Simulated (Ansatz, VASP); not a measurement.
# HfB3N: VASP beside Ansatz

```xyz
5
Lattice="3.6290 0.0000 0.0000 0.0000 3.6290 0.0000 0.0000 0.0000 3.6290" Properties=species:S:1:pos:R:3 pbc="T T T"
Hf    1.8145    1.8145    1.8145
B     1.8145    0.0000    0.0000
B     0.0000    1.8145    0.0000
B     0.0000    0.0000    1.8145
N     0.0000    0.0000    0.0000
```

Alike in both runs: functional PBE; k mesh 4 × 4 × 4; occupations gaussian, width 0.2 eV; no spin polarisation.

Ansatz relaxed the structure, and its values are those at the end. VASP's run is a single point on that final structure, the one shown.

```csv
,VASP,Ansatz
version,VASP 6.6.1,Ansatz 0.2.0
potentials or method,"VASP PAW PBE potentials, release 64 (Hf_pv, B, N), cutoff 600 eV","scalar-relativistic, plane waves, PAW"
valence electrons in the cell,24,40
```

```csv
,VASP,Ansatz,Ansatz less VASP
gap on the k mesh at the Fermi level (eV),none,none,-
pressure (GPa),-0.6,-0.5,+0.12
```

A gap of «none» marks a metal or a gap that the smearing closes. The functional is the same, so the differences come from potentials, cutoffs and numerics. VASP's potentials hold 24 valence electrons a cell and Ansatz's 40, so a difference there can come from the potentials and not from the codes.

The k mesh is coarse, so the values compare programs but aren't converged. Spin-orbit coupling is off throughout.
